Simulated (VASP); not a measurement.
# CsSnI3 (P4/mmm) in VASP: notebook, part 2 of 3

VASP 6.6.1. Earlier steps stand in the parts before.

### Step 3. Single point, PBE (strain +0.030 along x and y, -0.015 along z)

Input file INCAR:

```
SYSTEM = CsSnI3
PREC = Accurate ; ENCUT = 520
EDIFF = 1E-6 ; ISMEAR = 0
SIGMA = 0.03 ; LREAL = .False.
LASPH = .True. ; NELM = 80
ALGO = Normal ; ISIF = 2
LWAVE = .False. ; LCHARG = .False.
GGA = PE ; NBANDS = 30
```

Input file KPOINTS:

```
Automatic mesh
0
Gamma
  6 6 6
  0 0 0
```

Input file POSCAR:

```
CsSnI3
1.0
    6.3918710000      0.0000000000      0.0000000000
    0.0000000000      6.3918710000      0.0000000000
    0.0000000000      0.0000000000      6.1126145000
Cs Sn I
1 1 3
Direct
    0.0000000000      0.0000000000      0.0000000000
    0.5000000000      0.5000000000      0.5000000000
    0.0000000000      0.5000000000      0.5000000000
    0.5000000000      0.0000000000      0.5000000000
    0.5000000000      0.5000000000      0.0000000000
```

Potentials or basis: VASP PAW PBE potentials, release 64 (Cs_sv, Sn_d, I).

The run is started by

```console
$ cat potpaw_PBE.64/Cs_sv/POTCAR potpaw_PBE.64/Sn_d/POTCAR potpaw_PBE.64/I/POTCAR > POTCAR
$ mpirun -np 1 vasp_std > vasp.out
```

OUTCAR:

```text
SYSTEM = CsSnI3
   PREC = Accurate
   ENCUT = 520
   EDIFF = 1E-6
   ISMEAR = 0
   LREAL = .False.
   LASPH = .True.
   NELM = 80
   ISIF = 2
   GGA = PE

 ion  position               nearest neighbor table
   1  0.000  0.000  0.000-
   2  0.500  0.500  0.500-   5 3.06   5 3.06   3 3.20   4 3.20   4 3.20   3 3.20
   3  0.000  0.500  0.500-   2 3.20   2 3.20
   4  0.500  0.000  0.500-   2 3.20   2 3.20
   5  0.500  0.500  0.000-   2 3.06   2 3.06

  LATTYP: Found a simple tetragonal cell.
 ALAT       =     6.3918710000
 C/A-ratio  =     0.9563106796

  Lattice vectors:

 A1 = (   6.3918710000,   0.0000000000,   0.0000000000)
 A2 = (   0.0000000000,   6.3918710000,   0.0000000000)
 A3 = (   0.0000000000,   0.0000000000,   6.1126145000)

Analysis of symmetry for initial positions (statically):
=====================================================================
 Subroutine PRICEL returns:
 Original cell was already a primitive cell.

 Routine SETGRP: Setting up the symmetry group for a
 simple tetragonal supercell.

 Subroutine GETGRP returns: Found 16 space group operations
 (whereof 16 operations were pure point group operations)
 out of a pool of 16 trial point group operations.

The static configuration has the point symmetry D_4h.

Analysis of symmetry for dynamics (positions and initial velocities):
=====================================================================
 Subroutine PRICEL returns:
 Original cell was already a primitive cell.

 Routine SETGRP: Setting up the symmetry group for a
 simple tetragonal supercell.

 Subroutine GETGRP returns: Found 16 space group operations
 (whereof 16 operations were pure point group operations)
 out of a pool of 16 trial point group operations.

The dynamic configuration has the point symmetry D_4h.

 Subroutine INISYM returns: Found 16 space group operations
 (whereof 16 operations are pure point group operations),
 and found     1 'primitive' translations

----------------------------------------------------------------------------------------

                                     Primitive cell

  volume of cell :     249.7371

  direct lattice vectors                    reciprocal lattice vectors
     6.391871000  0.000000000  0.000000000     0.156448714  0.000000000  0.000000000
     0.000000000  6.391871000  0.000000000     0.000000000  0.156448714  0.000000000
     0.000000000  0.000000000  6.112614500     0.000000000  0.000000000  0.163596118

  length of vectors
     6.391871000  6.391871000  6.112614500     0.156448714  0.156448714  0.163596118

  position of ions in fractional coordinates (direct lattice)
     0.000000000  0.000000000  0.000000000
     0.500000000  0.500000000  0.500000000
     0.000000000  0.500000000  0.500000000
     0.500000000  0.000000000  0.500000000
     0.500000000  0.500000000  0.000000000

  ion indices of the primitive-cell ions
   primitive index   ion index
                 1           1
                 2           2
                 3           3
                 4           4
                 5           5

----------------------------------------------------------------------------------------

 KPOINTS: Automatic mesh

[... 24 lines left out ...]
  0.000000  0.000000  0.000000      1.000000
  0.166667  0.000000  0.000000      4.000000
  0.333333  0.000000  0.000000      4.000000
  0.500000  0.000000  0.000000      2.000000
  0.166667  0.166667  0.000000      4.000000
  0.333333  0.166667  0.000000      8.000000
[... 16 lines left out ...]
  0.333333  0.000000  0.333333      8.000000
  0.500000  0.000000  0.333333      4.000000
 [... further k-points ...]
   k-points           NKPTS =     40   k-points in BZ     NKDIM =     40   number of bands    NBANDS=     30
   number of dos      NEDOS =    301   number of ions     NIONS =      5
   total plane-waves  NPLWV = 110592
   dimension x,y,z NGX =    48 NGY =   48 NGZ =   48
   dimension x,y,z NGXF=    96 NGYF=   96 NGZF=   96
   ions per type =               1   1   3
   NGX,Y,Z   is equivalent  to a cutoff of  12.48, 12.48, 13.05 a.u.
   NGXF,Y,Z  is equivalent  to a cutoff of  24.97, 24.97, 26.11 a.u.
 SYSTEM =  CsSnI3
   PREC   = accura    normal or accurate (medium, high low for compatibility)
   ISTART =      0    job   : 0-new  1-cont  2-samecut
   ICHARG =      2    charge: 1-file 2-atom 10-const
   ISPIN  =      1    spin polarized calculation?
   LNONCOLLINEAR =      F non collinear calculations
   LSORBIT =      F    spin-orbit coupling
   LASPH  =      T    aspherical Exc in radial PAW
   ENCUT  =  520.0 eV  38.22 Ry    6.18 a.u.  11.88 11.88 11.37*2*pi/ulx,y,z
   NELM   =     80;   NELMIN=  2; NELMDL= -5     # of ELM steps
   EDIFF  = 0.1E-05   stopping-criterion for ELM
   LREAL  =      F    real-space projection
   EDIFFG = 0.1E-04   stopping-criterion for IOM
   NSW    =      0    number of steps for IOM
   IBRION =     -1    ionic relax: 0-MD 1-quasi-New 2-CG
   NFREE  =      0    steps in history (QN), initial steepest desc. (CG)
   ISIF   =      2    stress and relaxation
   ISYM   =      2    0-nonsym 1-usesym 2-fastsym
   POTIM  = 0.5000    time-step for ionic-motion
   TEBEG  =    0.0;   TEEND  =   0.0 temperature during run
   PSTRESS=    0.0 pullay stress
   NELECT =      44.0000    total number of electrons
   NUPDOWN=      -1.0000    fix difference up-down
   EMIN   =  10.00;   EMAX   =-10.00  energy-range for DOS
   EFERMI =   0.00;   METHOD = LEGACY
   ISMEAR =     0;   SIGMA  =   0.03  broadening in eV -4-tet -1-fermi 0-gaus
   EFERMI_NEDOS =   21; number of points for ismear=-14 and -15
   IALGO  =     38    algorithm
   IMIX   =      4    mixing-type and parameters
     AMIX     =   0.40;   BMIX     =  1.00
     AMIX_MAG =   1.60;   BMIX_MAG =  1.00
  volume/ion in A,a.u.               =      49.95       337.06
  Fermi-wavevector in a.u.,A,eV,Ry     =   0.917765  1.734324 11.460081  0.842292
  Thomas-Fermi vector in A             =   2.042771
   LORBIT       =      0    0 simple, 1 ext, 2 COOP (PROOUT), +10 PAW based schemes
   GGA     = PE    functional components
   LHFCALC =     F    Hartree Fock is set to
   AEXX    =    0.0000 exact exchange contribution
   IVDW    =     0    specifies the selected vdW correction
   LEPSILON=     F    determine dielectric tensor
   LRPA    =     F    only Hartree local field effects (RPA)
 non-spin polarized calculation
 Gauss-broadening in eV      SIGMA  =   0.03
  energy-cutoff  :      520.00
  volume of cell :      249.74
 maximum number of plane-waves:      6755
 NGX is ok and might be reduce to    48
   NGX = 23   NGY = 23   NGZ = 23

 number of electron      44.0000014 magnetization

 Free energy of the ion-electron system (eV)
  ---------------------------------------------------
  ext. energy  EPLUGINS =         0.00000000
  ---------------------------------------------------
  free energy    TOTEN  =       -13.99685916 eV

  energy without entropy =      -13.99685916  energy(sigma->0) =      -13.99685916

 E-fermi :   2.5260     XC(G=0):  -7.3439

 val. band max:        2.3975134230   @ k =   0.5000   0.5000   0.5000
 cond. band min:       2.7772181867   @ k =   0.5000   0.5000   0.5000
 fundamental gap:      0.3797047636
 Fermi energy:         2.5260102438

 k-point     1 :       0.0000    0.0000    0.0000
  band No.  band energies     occupation
      1     -19.7830      2.00000
      2     -19.6173      2.00000
      3     -19.6132      2.00000
      4     -19.6069      2.00000
      5     -19.5959      2.00000
      6     -19.5959      2.00000
[... 781 lines left out ...]
     29       7.2914      0.00000
     30       7.4353      0.00000

 [... further k-points ...]

------------------------ aborting loop because EDIFF is reached ----------------------------------------

  FORCE on cell =-STRESS in cart. coord.  units (eV):
  Direction    XX          YY          ZZ          XY          YZ          ZX
  --------------------------------------------------------------------------------------
  -------------------------------------------------------------------------------------
  Total       -0.7772659     -0.7772659      1.4878661      0.0000000     -0.0000000      0.0000000
  in kB       -4.9865154     -4.9865154      9.5453404      0.0000000     -0.0000000      0.0000000
  external PRESSURE =      -0.1425635 kB  Pullay stress =       0.0000000 kB

 VOLUME and BASIS-vectors are now :
 -----------------------------------------------------------------------------
  energy-cutoff  :      520.00
  volume of cell :      249.74
      direct lattice vectors                 reciprocal lattice vectors
     6.391871000  0.000000000  0.000000000     0.156448714  0.000000000  0.000000000
     0.000000000  6.391871000  0.000000000     0.000000000  0.156448714  0.000000000
     0.000000000  0.000000000  6.112614500     0.000000000  0.000000000  0.163596118

 POSITION                                       TOTAL-FORCE (eV/Angst)
 -----------------------------------------------------------------------------------
      0.00000      0.00000      0.00000         0.000000      0.000000      0.000000
      3.19594      3.19594      3.05631         0.000000      0.000000      0.000000
      0.00000      3.19594      3.05631         0.000000      0.000000      0.000000
      3.19594      0.00000      3.05631         0.000000      0.000000      0.000000
      3.19594      3.19594      0.00000         0.000000      0.000000      0.000000
 -----------------------------------------------------------------------------------
    total drift:                                0.000000     -0.000000     -0.000000

  FREE ENERGIE OF THE ION-ELECTRON SYSTEM (eV)
  ---------------------------------------------------
  free  energy   TOTEN  =       -13.9968591619 eV

  energy  without entropy=      -13.9968591619  energy(sigma->0) =      -13.99685916
```

OSZICAR:

```text
N       E                     dE             d eps       ncg     rms          rms(c)
DAV:   1     0.339745402115E+03    0.33975E+03   -0.17991E+04  2400   0.132E+03
DAV:   2     0.287934945261E+02   -0.31095E+03   -0.29805E+03  2766   0.268E+02
DAV:   3    -0.125176529831E+02   -0.41311E+02   -0.40935E+02  2864   0.111E+02
DAV:   4    -0.142498222593E+02   -0.17322E+01   -0.17258E+01  3058   0.269E+01
DAV:   5    -0.143088908734E+02   -0.59069E-01   -0.59060E-01  3528   0.472E+00    0.403E+00
DAV:   6    -0.140189941267E+02    0.28990E+00   -0.43577E-01  3064   0.336E+00    0.262E+00
DAV:   7    -0.139920639131E+02    0.26930E-01   -0.31375E-01  3020   0.217E+00    0.104E+00
DAV:   8    -0.139969590053E+02   -0.48951E-02   -0.46886E-02  2886   0.137E+00    0.309E-01
DAV:   9    -0.139966626529E+02    0.29635E-03   -0.54462E-03  3112   0.526E-01    0.124E-01
DAV:  10    -0.139968076224E+02   -0.14497E-03   -0.77224E-04  2828   0.145E-01    0.478E-02
DAV:  11    -0.139968649472E+02   -0.57325E-04   -0.36264E-04  3200   0.121E-01    0.440E-02
DAV:  12    -0.139968640656E+02    0.88164E-06   -0.33383E-05  3046   0.295E-02    0.316E-02
DAV:  13    -0.139968605782E+02    0.34874E-05   -0.45496E-06  2948   0.143E-02    0.125E-02
DAV:  14    -0.139968593529E+02    0.12253E-05   -0.32014E-06  2586   0.119E-02    0.457E-03
DAV:  15    -0.139968591619E+02    0.19097E-06   -0.53413E-07  1808   0.418E-03
   1 F= -.13996859E+02 E0= -.13996859E+02  d E =-.844326E-12
```

Wall time 6.1 min (1 thread of Intel Xeon Platinum 8259CL at 2.50GHz (Skylake/Cascade Lake), shared host); peak memory 0.49 GiB.

What came out:

```
Free energy            : -13.9969 eV
Pressure               : 0.0 GPa
Band gap on the k mesh : 0.38 eV
```

Levels at points of the mesh, in eV from the valence-band top:
```csv
k point,band 19,band 20,band 21,band 22,band 23,band 24,band 25,band 26
"(0.00, 0.00, 0.00)",-2.07,-1.98,-1.96,-1.96,2.33,3.30,3.39,3.60
"(0.50, 0.00, 0.00)",-2.25,-2.07,-2.05,-1.55,1.19,3.74,4.04,4.06
"(0.50, 0.50, 0.00)",-2.33,-2.31,-1.62,-0.91,0.92,0.92,4.34,4.50
"(0.00, 0.00, 0.50)",-2.25,-2.08,-2.08,-1.25,1.26,3.93,3.95,3.95
"(0.50, 0.00, 0.50)",-2.37,-2.32,-1.55,-0.62,0.77,1.01,3.68,4.32
"(0.50, 0.50, 0.50)",-1.60,-1.54,-1.54,0.00,0.38,0.38,0.66,3.18
```

Caveat: the cell differs from its parent crystal (strain +0.030 along x and y, -0.015 along z); semilocal functionals underestimate gaps, and a narrow one can read as zero; spin-orbit coupling is left out, which moves the levels of the heavy elements.

### Step 4. Single point, PBE (strain -0.015 along x and y, +0.030 along z)

Input file INCAR:

```
PREC     = Accurate       # precision mode
ENCUT    = 520            # plane-wave cutoff, eV
EDIFF    = 1E-7           # SCF threshold, eV
ISMEAR   = 0              # smearing method
SIGMA    = 0.03           # smearing width, eV
LREAL    = F              # projectors in reciprocal space
LASPH    = T              # aspherical terms in the spheres
NELM     = 60             # most SCF steps
ALGO     = Normal         # electronic algorithm
ISIF     = 2              # what is computed and relaxed
LWAVE    = F              # write WAVECAR
LCHARG   = F              # write CHGCAR
GGA      = PE             # functional
NBANDS   = 30             # bands
```

Input file KPOINTS:

```
regular mesh
0
Gamma
  6 6 6
```

Changes to POSCAR since step 3:

```diff
@@ -2,5 +2,5 @@
 1.0
-    6.3918710000      0.0000000000      0.0000000000
-    0.0000000000      6.3918710000      0.0000000000
-    0.0000000000      0.0000000000      6.1126145000
+    6.1126145000      0.0000000000      0.0000000000
+    0.0000000000      6.1126145000      0.0000000000
+    0.0000000000      0.0000000000      6.3918710000
 Cs Sn I
```

The run is started by

```console
$ cat potpaw_PBE.64/Cs_sv/POTCAR potpaw_PBE.64/Sn_d/POTCAR potpaw_PBE.64/I/POTCAR > POTCAR
$ mpirun -np 1 vasp_std > vasp.out
```

It took 5.8 min on 1 thread of Oxide Virtual Turin-like, shared host; peak memory 0.46 GiB.

Results (log left out):

* Free energy: -13.9756 eV
* Pressure: 0.7 GPa
* Band gap on the k mesh: 0.09 eV

Stress tensor (GPa, compression positive):
```
 1.25  0.00  0.00
 0.00  1.25  0.00
 0.00  0.00 -0.29
```

Levels at points of the mesh, in eV from the valence-band top:
```tsv
k point	band 20	band 21	band 22	band 23	band 24	band 25
(0.00, 0.00, 0.00)	-2.25	-2.25	-2.22	2.12	2.99	3.10
(0.50, 0.00, 0.00)	-2.39	-2.35	-1.50	1.08	3.72	3.74
(0.50, 0.50, 0.00)	-2.59	-1.76	-0.61	0.72	0.72	3.38
(0.00, 0.00, 0.50)	-2.35	-2.35	-1.82	1.01	3.54	3.85
(0.50, 0.00, 0.50)	-2.59	-1.86	-0.89	0.63	0.85	4.13
(0.50, 0.50, 0.50)	-1.84	-1.75	0.00	0.09	0.37	0.37
```

Caveat: the cell differs from its parent crystal (strain -0.015 along x and y, +0.030 along z); semilocal functionals underestimate gaps, and a narrow one can read as zero; spin-orbit coupling is left out, which moves the levels of the heavy elements. A k mesh can miss the band edges.

[end of part 2 of 3]
